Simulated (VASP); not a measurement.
# Ru2S: single point with PBE

The system is Ru2S.

```xyz
3
Lattice="1.8169 1.0490 3.7851 -1.8169 1.0490 3.7851 0.0000 -2.0980 3.7851" Properties=species:S:1:pos:R:3 pbc="T T T"
Ru    0.0000    0.0000    8.5021
Ru    0.0000    0.0000    2.8532
S     0.0000    0.0000    0.0000
```

```json
{"Program": "VASP 6.6.1", "Task": "single point", "Functional": "PBE", "Potentials or basis": "VASP PAW PBE potentials, release 64 (Ru_pv, S)", "Cutoff": "520 eV", "k mesh": "15 × 15 × 15", "Occupations": "gaussian, width 0.1 eV", "Spin": "no spin polarisation"}
```

```
Pressure               : 0.0 GPa
Largest force          : 0.012 eV/Å
Band gap on the k mesh : zero (bands 17 and 18 overlap by 2.73 eV)
```

Forces in eV/Å, atoms in the order of the input:
```
Ru   0.000  0.000  0.012
Ru   0.000  0.000 -0.012
S    0.000  0.000  0.000
```

Levels at points of the mesh, in eV from the Fermi level:
| k point | band 13 | band 14 | band 15 | band 16 | band 17 | band 18 | band 19 | band 20 | band 21 | band 22 |
| --- | --- | --- | --- | --- | --- | --- | --- | --- | --- | --- |
| (0.00, 0.00, 0.00) | -1.38 | -0.81 | -0.81 | 0.64 | 1.45 | 1.45 | 1.97 | 3.32 | 3.32 | 4.10 |

Wall time 5.1 min on 1 thread of Intel(R) Xeon(R) Platinum 8488C (Sapphire Rapids), with other jobs on the host, peak memory 0.41 GiB.
